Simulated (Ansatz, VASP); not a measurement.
# Two plane-wave programs on Al4Cl

```
CELL_PARAMETERS angstrom
5.07307 0.00000 0.00000
0.00000 5.07307 0.00000
0.00000 0.00000 5.07307
ATOMIC_POSITIONS crystal
Al 0.50000 0.50000 0.50000
Al 0.00000 0.50000 0.50000
Al 0.50000 0.00000 0.50000
Al 0.50000 0.50000 0.00000
Cl 0.00000 0.00000 0.00000
```

Change from the starting cell: species swapped into the Mn4N type (Pm-3m, No. 221).

Alike in both runs: task relaxation of cell and atoms; functional PBE; k mesh 8 × 8 × 8; occupations gaussian, width 0.1 eV; no spin polarisation.

```csv
,VASP,Ansatz
version,VASP 6.6.1,Ansatz 0.2.0
potentials or method,"VASP PAW PBE potentials, release 64 (Al, Cl), cutoff 600 eV","scalar-relativistic, plane waves, PAW"
valence electrons in the cell,19,19
```

|  | VASP | Ansatz | Ansatz less VASP |
| --- | --- | --- | --- |
| gap on the k mesh at the Fermi level, each at its own relaxed structure (eV) | none | none | - |
| relaxed volume (Å³/atom) | 26.19 | 26.23 | +0.037 |
| relaxed cell length with the largest relative difference (Å) | 5.078 | 5.080 | +0.0024 |

A gap of «none» marks a metal or a gap that the smearing closes.
